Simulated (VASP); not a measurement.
The system is La2OF2.

```
La O F
1.0
     3.74000    0.00000    0.00000
    -1.87000    3.23893    0.00000
     0.00000    0.00000   15.95673
La O F
4 2 4
Direct
  0.00000 0.00000 0.60510
  0.00000 0.00000 0.39490
  0.00000 0.00000 0.10510
  0.00000 0.00000 0.89490
  0.66667 0.33333 0.75000
  0.33333 0.66667 0.25000
  0.66667 0.33333 0.00396
  0.33333 0.66667 0.99604
  0.33333 0.66667 0.50396
  0.66667 0.33333 0.49604
```

The cell was generated, and may not be a known phase.

```yaml
Program: VASP 6.6.1
Task: relaxation of cell and atoms
Functional: PBE
Potentials_or_basis: VASP PAW PBE potentials, release 64 (La, O, F)
Cutoff: 600 eV
k_mesh: 6 × 6 × 1
Occupations: gaussian, width 0.1 eV
Spin: no spin polarisation
```

At the start: pressure -5.5 GPa; volume 19.33 Å³/atom.

How do energy, volume and symmetry change on relaxing?

Over 49 steps the energy falls by 850.3 meV/atom and the volume is 19.15 Å³/atom (-0.9 %); space group P6_3/mmc (No. 194, to 0.1 Å) before and after.

Step by step:
| step | energy change (eV) | largest force (eV/Å) | pressure (GPa) | volume (Å³) |
| --- | --- | --- | --- | --- |
| 1 | 0.0000 | 2.6134 | -5.50 | 193.29 |
| 3 | -5.3724 | 3.4319 | 3.38 | 159.31 |
| 5 | -5.3662 | 3.3293 | 4.93 | 156.90 |
| 7 | -6.0287 | 0.4794 | 1.89 | 158.85 |
| 9 | -6.2693 | 0.5387 | -1.34 | 163.26 |
| 11 | -6.3474 | 0.6492 | 0.07 | 160.85 |
| 13 | -6.4977 | 1.0364 | 7.57 | 151.02 |
| 15 | -6.5396 | 1.0501 | 8.22 | 150.53 |
| 17 | -6.7104 | 0.9701 | 11.00 | 148.35 |
| 19 | -6.9092 | 0.3278 | 15.58 | 146.26 |
| 21 | -7.0459 | 1.3461 | 16.88 | 153.55 |
| 23 | -7.5323 | 0.5343 | 12.07 | 154.30 |
| 25 | -8.1170 | 0.1792 | 0.28 | 170.80 |
| 27 | -8.1229 | 0.1666 | -0.16 | 171.70 |
| 29 | -8.1636 | 0.1128 | -0.10 | 172.30 |
| 31 | -8.3277 | 0.0795 | 0.40 | 174.28 |
| 33 | -8.4041 | 0.2719 | 1.08 | 175.46 |
| 35 | -8.4299 | 0.2748 | -0.20 | 179.11 |
| 37 | -8.4548 | 0.2640 | 0.40 | 180.10 |
| 39 | -8.4750 | 0.0571 | -0.03 | 182.41 |
| 41 | -8.4784 | 0.0406 | 0.01 | 183.17 |
| 43 | -8.4846 | 0.1443 | 0.84 | 186.08 |
| 45 | -8.4882 | 0.0903 | 0.51 | 185.83 |
| 47 | -8.4967 | 0.0872 | -0.36 | 190.69 |
| 49 | -8.5026 | 0.0111 | 0.06 | 191.53 |

Final structure:
```yaml
crystal:
  lattice:
    - [3.64295, 0.00000, 0.00000]
    - [-1.82148, 3.15489, 0.00000]
    - [0.00000, 0.00000, 16.66454]
  atoms:
    - { symbol: La, position: [0.00000, 0.00000, 0.65651] }
    - { symbol: La, position: [0.00000, 0.00000, 0.34349] }
    - { symbol: La, position: [0.00000, 0.00000, 0.15651] }
    - { symbol: La, position: [0.00000, 0.00000, 0.84349] }
    - { symbol: O, position: [0.66667, 0.33333, 0.75000] }
    - { symbol: O, position: [0.33333, 0.66667, 0.25000] }
    - { symbol: F, position: [0.66667, 0.33333, 0.07716] }
    - { symbol: F, position: [0.33333, 0.66667, 0.92284] }
    - { symbol: F, position: [0.33333, 0.66667, 0.57716] }
    - { symbol: F, position: [0.66667, 0.33333, 0.42284] }
```

Caveat: the k points lie up to 0.38 Å⁻¹ apart in the final cell.
